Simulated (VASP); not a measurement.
Runs of VASP 6.6.1 on HClF2. The structure is that of space group P6/mmm (No. 191), or close to it. The cells are those of the table. 

```tsv
task	level	cell	cutoff (eV)	gap on the mesh (eV)	pressure (GPa)	relaxed volume (Å³/atom)
relaxation of shape and atoms at fixed volume	PBE+D3(BJ)	relaxed from a = 3.694, b = 3.694, c = 5.988 Å, angles 90.0, 90.0, 120.0°, 4 atoms	600	1.09	0.1	17.69
relaxation of shape and atoms at fixed volume	PBE+D3(BJ)	relaxed from a = 3.578, b = 3.578, c = 5.978 Å, angles 90.0, 90.0, 120.0°, 4 atoms	600	0.94	0.6	-
relaxation of shape and atoms at fixed volume	PBE+D3(BJ)	relaxed from a = 3.636, b = 3.636, c = 5.983 Å, angles 90.0, 90.0, 120.0°, 4 atoms	600	(b)	0.3	17.13
single point	r2SCAN	a = 3.790, b = 3.790, c = 6.054 Å, angles 90.0, 90.0, 120.0°, 4 atoms	520	(a)	-1.1	-
```

Alike in all rows: potentials or basis VASP PAW PBE potentials, release 64 (H, Cl, F); no spin polarisation; k mesh 12 × 12 × 6; smearing gaussian 0.02 eV.

Fill in the values left out.

(a) 1.62; (b) 1.02.

Caveats: the PAW data sets were made with another functional, which shifts forces and pressure a little (at least some runs).

A k mesh can miss the band edges.
